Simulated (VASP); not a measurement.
# MoS2 in VASP: single point with r2SCAN

Aim: the single point of MoS2 with r2SCAN.

All numbers are computed with VASP 6.6.1; they aren't measurements. Logs are shortened: lines on timing, memory, paths and dates and some standing lists are left out, and cuts for length are marked.

### 1 The cell of the first run

The cell holds a slab with vacuum, 6 atoms: a = 3.185 Å, b = 3.185 Å, c = 21.671 Å, α = 90.00°, β = 90.00°, γ = 120.00°.

### 2 Single point, r2SCAN, collinear spin, ferromagnetic start

File POSCAR:

```
MoS2
1.0
    3.1845414560      0.0000000000      0.0000000000
   -1.5922707280      2.7578938003      0.0000000000
    0.0000000000      0.0000000000     21.6705347200
Mo S
2 4
Direct
    0.6666666700      0.3333333300      0.1488397700
    0.3333333300      0.6666666700      0.8511602300
    0.3333333300      0.6666666700      0.2203746100
    0.6666666700      0.3333333300      0.9227490000
    0.3333333300      0.6666666700      0.0772510000
    0.6666666700      0.3333333300      0.7796253900
```

File INCAR.step1:

```
SYSTEM = MoS2
ALGO     = Normal         ! electronic algorithm
EDIFF    = 1E-4           ! SCF threshold, eV
ENCUT    = 520            ! plane-wave cutoff, eV
GGA      = PE             ! functional
ISMEAR   = 0              ! smearing method
ISPIN    = 2              ! spin polarisation
LASPH    = .True.         ! aspherical terms in the spheres
LCHARG   = .False.        ! write CHGCAR
LMAXMIX  = 4              ! l up to which the mixer works
LREAL    = .False.        ! projectors in reciprocal space
LWAVE    = .True.         ! write WAVECAR
MAGMOM   = 1 1 0 0 0 0    ! initial moments
NBANDS   = 39             ! bands
NELM     = 150            ! most SCF steps
PREC     = Accurate       ! precision mode
SIGMA    = 0.1            ! smearing width, eV
```

File INCAR.step2:

```
SYSTEM = MoS2
ALGO     = Normal         ! electronic algorithm
EDIFF    = 1E-7           ! SCF threshold, eV
ENCUT    = 520            ! plane-wave cutoff, eV
ISIF     = 2              ! what is computed and relaxed
ISMEAR   = 0              ! smearing method
ISPIN    = 2              ! spin polarisation
ISTART   = 1            
LASPH    = .True.         ! aspherical terms in the spheres
LCHARG   = .False.        ! write CHGCAR
LMAXMIX  = 4              ! l up to which the mixer works
LMIXTAU  = .True.       
LORBIT   = 11             ! projections on sites
LREAL    = .False.        ! projectors in reciprocal space
LWAVE    = .False.        ! write WAVECAR
MAGMOM   = 1 1 0 0 0 0    ! initial moments
METAGGA  = R2SCAN         ! meta-GGA
NBANDS   = 39             ! bands
NELM     = 150            ! most SCF steps
PREC     = Accurate       ! precision mode
SIGMA    = 0.1            ! smearing width, eV
```

File KPOINTS:

```
k-points
0
Gamma
  6 6 1
  0 0 0
```

Potentials or basis: VASP PAW PBE potentials, release 64 (Mo_sv, S).

The run is started by

```sh
cat potpaw_PBE.64/Mo_sv/POTCAR potpaw_PBE.64/S/POTCAR > POTCAR
cp INCAR.step1 INCAR
mpirun -np 1 vasp_std > vasp.out
cp INCAR.step2 INCAR
mpirun -np 1 vasp_std > vasp.out
```

OUTCAR:

```text
SYSTEM = MoS2
   EDIFF = 1E-7
   ENCUT = 520
   ISIF = 2
   ISMEAR = 0
   ISPIN = 2
   ISTART = 1
   LASPH = .True.
   LORBIT = 11
   LREAL = .False.
   METAGGA = R2SCAN
   NELM = 150
   PREC = Accurate

 ion  position               nearest neighbor table
   1  0.667  0.333  0.149-   3 2.40   3 2.40   3 2.40   5 2.41   5 2.41   5 2.41
   2  0.333  0.667  0.851-   6 2.40   6 2.40   6 2.40   4 2.41   4 2.41   4 2.41
   3  0.333  0.667  0.220-   1 2.40   1 2.40   1 2.40
   4  0.667  0.333  0.923-   2 2.41   2 2.41   2 2.41
   5  0.333  0.667  0.077-   1 2.41   1 2.41   1 2.41
   6  0.667  0.333  0.780-   2 2.40   2 2.40   2 2.40

  LATTYP: Found a hexagonal cell.
 ALAT       =     3.1845414560
 C/A-ratio  =     6.8049152506

  Lattice vectors:

 A1 = (   3.1845414560,   0.0000000000,   0.0000000000)
 A2 = (  -1.5922707280,   2.7578938003,   0.0000000000)
 A3 = (   0.0000000000,   0.0000000000,  21.6705347200)

Analysis of symmetry for initial positions (statically):
=====================================================================
 Subroutine PRICEL returns:
 Original cell was already a primitive cell.

 Routine SETGRP: Setting up the symmetry group for a
 hexagonal supercell.

 Subroutine GETGRP returns: Found 12 space group operations
 (whereof 12 operations were pure point group operations)
 out of a pool of 24 trial point group operations.

The static configuration has the point symmetry D_3d.

Analysis of symmetry for dynamics (positions and initial velocities):
=====================================================================
 Subroutine PRICEL returns:
 Original cell was already a primitive cell.

 Routine SETGRP: Setting up the symmetry group for a
 hexagonal supercell.

 Subroutine GETGRP returns: Found 12 space group operations
 (whereof 12 operations were pure point group operations)
 out of a pool of 24 trial point group operations.

The dynamic configuration has the point symmetry D_3d.

Analysis of structural, dynamic, and magnetic symmetry:
=====================================================================
 Subroutine PRICEL returns:
 Original cell was already a primitive cell.

 Routine SETGRP: Setting up the symmetry group for a
 hexagonal supercell.

 Subroutine GETGRP returns: Found 12 space group operations
 (whereof 12 operations were pure point group operations)
 out of a pool of 24 trial point group operations.

The overall configuration has the point symmetry D_3d.

 Subroutine INISYM returns: Found 12 space group operations
 (whereof 12 operations are pure point group operations),
 and found     1 'primitive' translations

----------------------------------------------------------------------------------------

                                     Primitive cell

  volume of cell :     190.3242

  direct lattice vectors                    reciprocal lattice vectors
     3.184541456  0.000000000  0.000000000     0.314016952  0.181297771  0.000000000
    -1.592270728  2.757893800  0.000000000     0.000000000  0.362595543  0.000000000
     0.000000000  0.000000000 21.670534720     0.000000000  0.000000000  0.046145608

  length of vectors
     3.184541456  3.184541456 21.670534720     0.362595543  0.362595543  0.046145608

  position of ions in fractional coordinates (direct lattice)
     0.666666670  0.333333330  0.148839770
     0.333333330  0.666666670  0.851160230
     0.333333330  0.666666670  0.220374610
     0.666666670  0.333333330  0.922749000
     0.333333330  0.666666670  0.077251000
     0.666666670  0.333333330  0.779625390

  ion indices of the primitive-cell ions
   primitive index   ion index
                 1           1
                 2           2
                 3           3
                 4           4
[... 23 lines left out ...]

 Subroutine IBZKPT returns following result:
 ===========================================

 Found      7 irreducible k-points:

 Following reciprocal coordinates:
            Coordinates               Weight
  0.000000  0.000000  0.000000      1.000000
  0.166667  0.000000  0.000000      6.000000
  0.333333  0.000000  0.000000      6.000000
  0.500000  0.000000  0.000000      3.000000
  0.166667  0.166667  0.000000      6.000000
  0.333333  0.166667  0.000000     12.000000
  0.333333  0.333333  0.000000      2.000000
   k-points           NKPTS =      7   k-points in BZ     NKDIM =      7   number of bands    NBANDS=     39
   number of dos      NEDOS =    301   number of ions     NIONS =      6
   total plane-waves  NPLWV =  93312
   dimension x,y,z NGX =    24 NGY =   24 NGZ =  162
   dimension x,y,z NGXF=    48 NGYF=   48 NGZF=  324
   ions per type =               2   4
   NGX,Y,Z   is equivalent  to a cutoff of  12.53, 12.53, 12.43 a.u.
   NGXF,Y,Z  is equivalent  to a cutoff of  25.06, 25.06, 24.86 a.u.
 SYSTEM =  MoS2
   PREC   = accura    normal or accurate (medium, high low for compatibility)
   ISTART =      1    job   : 0-new  1-cont  2-samecut
   ICHARG =      0    charge: 1-file 2-atom 10-const
   ISPIN  =      2    spin polarized calculation?
   LNONCOLLINEAR =      F non collinear calculations
   LSORBIT =      F    spin-orbit coupling
   LASPH  =      T    aspherical Exc in radial PAW
   ENCUT  =  520.0 eV  38.22 Ry    6.18 a.u.   5.92  5.92 40.29*2*pi/ulx,y,z
   NELM   =    150;   NELMIN=  2; NELMDL=  0     # of ELM steps
   EDIFF  = 0.1E-06   stopping-criterion for ELM
   LREAL  =      F    real-space projection
   EDIFFG = 0.1E-05   stopping-criterion for IOM
   NSW    =      0    number of steps for IOM
   IBRION =     -1    ionic relax: 0-MD 1-quasi-New 2-CG
   NFREE  =      0    steps in history (QN), initial steepest desc. (CG)
   ISIF   =      2    stress and relaxation
   ISYM   =      2    0-nonsym 1-usesym 2-fastsym
   POTIM  = 0.5000    time-step for ionic-motion
   TEBEG  =    0.0;   TEEND  =   0.0 temperature during run
   PSTRESS=    0.0 pullay stress
   NELECT =      52.0000    total number of electrons
   NUPDOWN=      -1.0000    fix difference up-down
   EMIN   =  10.00;   EMAX   =-10.00  energy-range for DOS
   EFERMI =   0.00;   METHOD = LEGACY
   ISMEAR =     0;   SIGMA  =   0.10  broadening in eV -4-tet -1-fermi 0-gaus
   EFERMI_NEDOS =   21; number of points for ismear=-14 and -15
   IALGO  =     38    algorithm
   IMIX   =      4    mixing-type and parameters
     AMIX     =   0.40;   BMIX     =  1.00
     AMIX_MAG =   1.60;   BMIX_MAG =  1.00
  volume/ion in A,a.u.               =      31.72       214.06
  Fermi-wavevector in a.u.,A,eV,Ry     =   1.062294  2.007444 15.353737  1.128468
  Thomas-Fermi vector in A             =   2.197739
   LORBIT       =     11    0 simple, 1 ext, 2 COOP (PROOUT), +10 PAW based schemes
   METAGGA = R2SCAN    functional components
   LHFCALC =     F    Hartree Fock is set to
   AEXX    =    0.0000 exact exchange contribution
   IVDW    =     0    specifies the selected vdW correction
   LEPSILON=     F    determine dielectric tensor
   LRPA    =     F    only Hartree local field effects (RPA)
 spin polarized calculation
 Gauss-broadening in eV      SIGMA  =   0.10
  energy-cutoff  :      520.00
  volume of cell :      190.32
 maximum number of plane-waves:      5153
 NGX is ok and might be reduce to    24
   NGX = 11   NGY = 11   NGZ = 81

 number of electron      51.9999999 magnetization      -0.0000000

 Free energy of the ion-electron system (eV)
  ---------------------------------------------------
  ext. energy  EPLUGINS =         0.00000000
  ---------------------------------------------------
  free energy    TOTEN  =       -90.04131513 eV

  energy without entropy =      -90.04131513  energy(sigma->0) =      -90.04131513

 E-fermi :   2.1204     XC(G=0):  -6.8493

 val. band max:        1.4739447379   @ k =   0.0000   0.0000   0.0000
 cond. band min:       2.8185850578   @ k =   0.3333   0.3333   0.0000
 fundamental gap:      1.3446403199
 Fermi energy:         2.1203577834

 spin component 1

 k-point     1 :       0.0000    0.0000    0.0000
  band No.  band energies     occupation
      1     -61.7256      1.00000
      2     -61.7256      1.00000
      3     -35.1400      1.00000
      4     -35.1399      1.00000
      5     -34.9297      1.00000
      6     -34.9297      1.00000
[... 276 lines left out ...]
     37       9.2932      0.00000
     38       9.2932      0.00000
 Fermi energy:         2.1203577834

 spin component 2

 k-point     1 :       0.0000    0.0000    0.0000
  band No.  band energies     occupation
      1     -61.7256      1.00000
      2     -61.7256      1.00000
      3     -35.1400      1.00000
      4     -35.1399      1.00000
      5     -34.9297      1.00000
      6     -34.9297      1.00000
[... 276 lines left out ...]
     37       9.2932      0.00000
     38       9.2932      0.00000
 [bands above 38 left out]

------------------------ aborting loop because EDIFF is reached ----------------------------------------

  FORCE on cell =-STRESS in cart. coord.  units (eV):
  Direction    XX          YY          ZZ          XY          YZ          ZX
  --------------------------------------------------------------------------------------
  -------------------------------------------------------------------------------------
  Total        0.0814838      0.0814838      0.2358018     -0.0000000      0.0000000      0.0000000
  in kB        0.6859424      0.6859424      1.9850139     -0.0000000      0.0000000      0.0000000
  external PRESSURE =       1.1189662 kB  Pullay stress =       0.0000000 kB

 VOLUME and BASIS-vectors are now :
 -----------------------------------------------------------------------------
  energy-cutoff  :      520.00
  volume of cell :      190.32
      direct lattice vectors                 reciprocal lattice vectors
     3.184541456  0.000000000  0.000000000     0.314016952  0.181297771  0.000000000
    -1.592270728  2.757893800  0.000000000     0.000000000  0.362595543  0.000000000
     0.000000000  0.000000000 21.670534720     0.000000000  0.000000000  0.046145608

 POSITION                                       TOTAL-FORCE (eV/Angst)
 -----------------------------------------------------------------------------------
      1.59227      0.91930      3.22544         0.000000      0.000000     -0.005374
     -0.00000      1.83860     18.44510        -0.000000     -0.000000      0.005374
     -0.00000      1.83860      4.77564         0.000000      0.000000      0.041506
      1.59227      0.91930     19.99646        -0.000000     -0.000000      0.030808
     -0.00000      1.83860      1.67407         0.000000      0.000000     -0.030808
      1.59227      0.91930     16.89490         0.000000      0.000000     -0.041506
 -----------------------------------------------------------------------------------
    total drift:                                0.000000     -0.000000      0.000000

  FREE ENERGIE OF THE ION-ELECTRON SYSTEM (eV)
  ---------------------------------------------------
  free  energy   TOTEN  =       -90.0413151278 eV

  energy  without entropy=      -90.0413151278  energy(sigma->0) =      -90.04131513

 total charge

# of ion       s       p       d       tot
------------------------------------------
    1        2.284   6.220   3.905  12.409
    2        2.284   6.220   3.905  12.409
    3        1.354   2.369   0.000   3.723
    4        1.355   2.367   0.000   3.721
    5        1.355   2.367   0.000   3.721
    6        1.354   2.369   0.000   3.723
--------------------------------------------------
tot          9.984  21.913   7.810  39.708

 magnetization (x)

# of ion       s       p       d       tot
------------------------------------------
    1        0.000  -0.000  -0.000   0.000
    2        0.000  -0.000  -0.000   0.000
    3        0.000  -0.000   0.000  -0.000
    4        0.000  -0.000   0.000   0.000
    5        0.000  -0.000   0.000   0.000
    6        0.000  -0.000   0.000  -0.000
--------------------------------------------------
tot          0.000  -0.000  -0.000  -0.000
```

Run time: 7.8 min. Hardware: 1 thread of Intel Xeon 6975P-C, shared host; peak memory 0.44 GiB.

Results:

- Free energy: -90.0413 eV
- Largest force: 0.042 eV/Å
- Band gap on the k mesh: 1.34 eV, indirect (least direct gap 1.75 eV)
- Net moment: 0.00 μB per cell
- Valence electrons inside the program's atomic spheres: Mo 12.41; S 3.72

Forces on the atoms (eV/Å):
```
Mo   0.000  0.000 -0.005
Mo   0.000  0.000  0.005
S    0.000  0.000  0.042
S    0.000  0.000  0.031
S    0.000  0.000 -0.031
S    0.000  0.000 -0.042
```

Levels at points of the mesh, in eV from the valence-band top:
Spin up:
```
           k point  band 22  band 23  band 24  band 25  band 26  band 27  band 28  band 29  band 30  band 31
(0.00, 0.00, 0.00)    -2.05    -2.05    -1.84    -0.49     0.00     2.54     2.54     2.55     2.55     2.79
(0.50, 0.00, 0.00)    -2.35    -1.54    -1.49    -1.06    -1.03     1.97     1.99     2.47     2.56     3.66
```
Spin down:
```
           k point  band 22  band 23  band 24  band 25  band 26  band 27  band 28  band 29  band 30  band 31
(0.00, 0.00, 0.00)    -2.05    -2.05    -1.84    -0.49     0.00     2.54     2.54     2.55     2.55     2.79
(0.50, 0.00, 0.00)    -2.35    -1.54    -1.49    -1.06    -1.03     1.97     1.99     2.47     2.56     3.66
```

Caveat: the PAW data sets were made with another functional, which shifts forces and pressure a little.
